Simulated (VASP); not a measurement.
Write the native input for VASP 6.6.1 that does the following.

```
Task                   : single point
Functional             : PBE
Potentials or basis    : VASP PAW PBE potentials, release 64 (K_sv, F)
Cutoff                 : 600 eV
k mesh                 : 6 × 6 × 6
Occupations            : methfessel-paxton, width 0.5 eV
Spin                   : no spin polarisation
Dipole correction      : no
Further INCAR settings : ALGO = Normal; EDIFF = 1e-06; NBANDS = 15
```

The structure of KF lies in POSCAR:

```
KF
1.0
    0.0000000000      2.6589605792      2.6589605792
    2.6589605792      0.0000000000      2.6589605792
    2.6589605792      2.6589605792      0.0000000000
K F
1 1
Direct
    0.0000000000      0.0000000000      0.0000000000
    0.5000000000      0.5000000000      0.5000000000
```

These files were run (other wordings do the same):

INCAR

```
SYSTEM = KF
PREC = Accurate
ENCUT = 600
EDIFF = 1E-6
ISMEAR = 1
SIGMA = 0.5
LREAL = .FALSE.
LASPH = .TRUE.
NELM = 120
ALGO = Normal
ISIF = 2
LWAVE = .FALSE.
LCHARG = .FALSE.
GGA = PE
NBANDS = 15
GGA_COMPAT = .FALSE.
```

KPOINTS

```
regular mesh
0
G
  6 6 6
  0 0 0
```

Potentials or basis: VASP PAW PBE potentials, release 64 (K_sv, F).

Launch:

```bash
$ cat potpaw_PBE.64/K_sv/POTCAR potpaw_PBE.64/F/POTCAR > POTCAR
$ mpirun -np 1 vasp_std > vasp.out
```

Results of the run:

The pressure is 1.7 GPa and the band gap on the k mesh is 6.25 eV, direct.

Wall time 6.3 s on 1 thread of Intel(R) Xeon(R) 6975P-C (Granite Rapids) (shared host), peak memory 0.17 GiB.
